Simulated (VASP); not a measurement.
# SnO2 (P4_2/mnm) in VASP: further runs, part 2 of 2

VASP 6.6.1.

**3. Single point, LDA**

The input, INCAR:

```
PREC = Accurate
ENCUT = 1340
EDIFF = 1E-6
ISMEAR = 0
SIGMA = 0.02
LREAL = F
LASPH = T
NELM = 120
ALGO = Normal
ISIF = 2
LWAVE = F
LCHARG = T
GGA = CA
LELF = T
LVHAR = T
NBANDS = 35
GGA_COMPAT = F
```

The input, KPOINTS:

```
Automatic mesh
0
Gamma
  6 6 8
```

The input, POSCAR:

```
SnO2
1.0
    4.5613071670      0.0000000000      0.0000000000
    0.0000000000      4.5613071670      0.0000000000
    0.0000000000      0.0000000000      3.2769841344
Sn O
2 4
Direct
    0.0000000000      0.0000000000      0.0000000000
    0.5000000000      0.5000000000      0.5000000000
    0.6926163200      0.6926163200      0.0000000000
    0.3073836800      0.3073836800      0.0000000000
    0.8073836800      0.1926163200      0.5000000000
    0.1926163200      0.8073836800      0.5000000000
```

Potentials or basis: VASP PAW LDA potentials, release 64 (Sn_d, O_h).

The run is started by

```
$ cat potpaw_LDA.64/Sn_d/POTCAR potpaw_LDA.64/O_h/POTCAR > POTCAR
$ mpirun -np 1 vasp_std > vasp.out
```

OUTCAR:

```text
PREC = Accurate
   ENCUT = 1340
   EDIFF = 1E-6
   ISMEAR = 0
   LREAL = F
   LASPH = T
   NELM = 120
   ISIF = 2
   GGA = CA

 ion  position               nearest neighbor table
   1  0.000  0.000  0.000-   3 1.98   4 1.98   5 2.06   6 2.06   5 2.06   6 2.06   2 3.62   2 3.62
                             2 3.62   2 3.62   2 3.62   2 3.62   2 3.62   2 3.62
   2  0.500  0.500  0.500-   5 1.98   6 1.98   3 2.06   4 2.06   3 2.06   4 2.06   1 3.62   1 3.62
                             1 3.62   1 3.62   1 3.62   1 3.62   1 3.62   1 3.62
   3  0.693  0.693  0.000-   1 1.98   2 2.06   2 2.06
   4  0.307  0.307  0.000-   1 1.98   2 2.06   2 2.06
   5  0.807  0.193  0.500-   2 1.98   1 2.06   1 2.06
   6  0.193  0.807  0.500-   2 1.98   1 2.06   1 2.06

  LATTYP: Found a simple tetragonal cell.
 ALAT       =     4.5613071670
 C/A-ratio  =     0.7184309266

  Lattice vectors:

 A1 = (   4.5613071670,   0.0000000000,   0.0000000000)
 A2 = (   0.0000000000,   4.5613071670,   0.0000000000)
 A3 = (   0.0000000000,   0.0000000000,   3.2769841344)

Analysis of symmetry for initial positions (statically):
=====================================================================
 Subroutine PRICEL returns:
 Original cell was already a primitive cell.
[... 186 lines left out ...]

 k-point     1 :       0.0000    0.0000    0.0000
  band No.  band energies     occupation
      1     -14.1434      2.00000
      2     -13.1694      2.00000
      3     -13.0073      2.00000
      4     -12.9470      2.00000
      5     -12.9273      2.00000
      6     -12.9273      2.00000
[... 901 lines left out ...]
     34      19.4201      0.00000
     35      19.6647      0.00000

 [... further k-points ...]

------------------------ aborting loop because EDIFF is reached ----------------------------------------

  FORCE on cell =-STRESS in cart. coord.  units (eV):
  Direction    XX          YY          ZZ          XY          YZ          ZX
  --------------------------------------------------------------------------------------
  -------------------------------------------------------------------------------------
  Total        5.4559522      5.4559522      0.6740975      0.0000000      0.0000000      0.0000000
  in kB      128.2118494    128.2118494     15.8409172      0.0000000      0.0000000      0.0000000
  external PRESSURE =      90.7548720 kB  Pullay stress =       0.0000000 kB

 VOLUME and BASIS-vectors are now :
 -----------------------------------------------------------------------------
  energy-cutoff  :     1340.00
  volume of cell :       68.18
      direct lattice vectors                 reciprocal lattice vectors
     4.561307167  0.000000000  0.000000000     0.219235400  0.000000000  0.000000000
     0.000000000  4.561307167  0.000000000     0.000000000  0.219235400  0.000000000
     0.000000000  0.000000000  3.276984134     0.000000000  0.000000000  0.305158633

 POSITION                                       TOTAL-FORCE (eV/Angst)
 -----------------------------------------------------------------------------------
      0.00000      0.00000      0.00000         0.000000      0.000000      0.000000
      2.28065      2.28065      1.63849         0.000000      0.000000      0.000000
      3.15924      3.15924      0.00000        -0.000593     -0.000593      0.000000
      1.40207      1.40207      0.00000         0.000593      0.000593     -0.000000
      3.68272      0.87858      1.63849         0.000593     -0.000593      0.000000
      0.87858      3.68272      1.63849        -0.000593      0.000593     -0.000000
 -----------------------------------------------------------------------------------
    total drift:                               -0.000000      0.000000      0.000000

  FREE ENERGIE OF THE ION-ELECTRON SYSTEM (eV)
  ---------------------------------------------------
  free  energy   TOTEN  =       -42.1355440982 eV

  energy  without entropy=      -42.1355440982  energy(sigma->0) =      -42.13554410
```

OSZICAR:

```text
N       E                     dE             d eps       ncg     rms          rms(c)
DAV:   1     0.966477179827E+03    0.96648E+03   -0.44487E+04  3851   0.430E+03
DAV:   2     0.183695486931E+03   -0.78278E+03   -0.73868E+03  3540   0.988E+02
DAV:   3    -0.236446408183E+02   -0.20734E+03   -0.19816E+03  3993   0.317E+02
DAV:   4    -0.474628335349E+02   -0.23818E+02   -0.23361E+02  4318   0.105E+02
DAV:   5    -0.484154225272E+02   -0.95259E+00   -0.94714E+00  4653   0.209E+01    0.164E+01
DAV:   6    -0.421821781074E+02    0.62332E+01   -0.16246E+01  5764   0.638E+01    0.655E+00
DAV:   7    -0.422322626293E+02   -0.50085E-01   -0.22171E+00  4102   0.860E+00    0.338E+00
DAV:   8    -0.421498335589E+02    0.82429E-01   -0.24580E-01  5449   0.526E+00    0.740E-01
DAV:   9    -0.421353181962E+02    0.14515E-01   -0.38842E-02  5800   0.338E+00    0.124E-01
DAV:  10    -0.421355252717E+02   -0.20708E-03   -0.38653E-03  4283   0.477E-01    0.475E-02
DAV:  11    -0.421355441683E+02   -0.18897E-04   -0.17454E-04  5569   0.159E-01    0.198E-02
DAV:  12    -0.421355468959E+02   -0.27276E-05   -0.20710E-05  4718   0.370E-02    0.138E-02
DAV:  13    -0.421355440103E+02    0.28856E-05   -0.72491E-06  4365   0.454E-02    0.175E-03
DAV:  14    -0.421355440982E+02   -0.87957E-07   -0.12793E-06  2807   0.753E-03
   1 F= -.42135544E+02 E0= -.42135544E+02  d E =-.664596E-30
```

Run time: 6.2 min. Hardware: 1 thread of AMD EPYC 7R43 (Zen 3), shared host; peak memory 0.48 GiB.

What came out:

| Item | Value |
| --- | --- |
| Free energy | -42.1355 eV |
| Pressure | 9.1 GPa |
| Band gap on the k mesh | 1.58 eV |

Stress tensor (GPa, compression positive):
```
12.82  0.00  0.00
 0.00 12.82  0.00
 0.00  0.00  1.58
```

Levels at points of the mesh, in eV from the valence-band top:
```
           k point  band 22  band 23  band 24  band 25  band 26  band 27  band 28  band 29  band 30  band 31
(0.00, 0.00, 0.00)    -1.33    -1.33    -0.74    -0.74     0.00     1.58     5.75     5.91     5.91    10.03
(0.50, 0.00, 0.00)    -2.00    -1.29    -1.29    -0.61    -0.61     4.78     4.78     6.68     6.68    11.64
(0.50, 0.50, 0.00)    -2.15    -1.45    -1.45    -0.79    -0.79     5.00     5.00     7.40     7.40    11.44
(0.00, 0.00, 0.50)    -2.60    -1.83    -1.83    -1.30    -1.30     6.53     6.53    10.00    10.00    10.05
(0.50, 0.00, 0.50)    -1.81    -1.12    -1.12    -0.48    -0.48     6.93     6.93     8.56     8.56    10.66
(0.50, 0.50, 0.50)    -2.15    -0.95    -0.95    -0.76    -0.76     5.32     5.32     8.88     8.88    10.66
```

Caveat: the stress differs along the axes, from 2 to 13 GPa; spin-orbit coupling is left out, which moves the levels of the heavy elements.
